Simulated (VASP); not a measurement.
A run of VASP 6.6.1 is set up as follows.

Contents of INCAR:

```
PREC     = Accurate       # precision mode
ENCUT    = 520            # plane-wave cutoff, eV
EDIFF    = 1E-8           # SCF threshold, eV
ISMEAR   = -1             # smearing method
SIGMA    = 0.05           # smearing width, eV
LREAL    = F              # projectors in reciprocal space
LASPH    = T              # aspherical terms in the spheres
NELM     = 60             # most SCF steps
ALGO     = Normal         # electronic algorithm
ISIF     = 2              # what is computed and relaxed
LWAVE    = F              # write WAVECAR
LCHARG   = F              # write CHGCAR
GGA      = PS             # functional
LEFG     = T            
NBANDS   = 8              # bands
```

The input KPOINTS:

```
Automatic mesh
0
Gamma
  13 13 13
```

File POSCAR:

```
Sb
1.0
    3.2219765188      0.0000000000      0.0000000000
    0.0000000000      3.2219765188      0.0000000000
    0.0000000000      0.0000000000      3.2219765188
Sb
1
Direct
    0.0000000000      0.0000000000      0.0000000000
```

Potentials or basis: VASP PAW PBE potentials, release 64 (Sb).

Launch:

```bash
$ cat potpaw_PBE.64/Sb/POTCAR > POTCAR
$ mpirun -np 1 vasp_std > vasp.out
```

Problem. What does it give for the pressure?

Solution. -6.9 GPa.

Caveat: without QUAD_EFG the Cq values of the log hold for a quadrupole moment of 1 mb, not for the nuclei; the PAW data sets were made with another functional, which shifts forces and pressure a little.
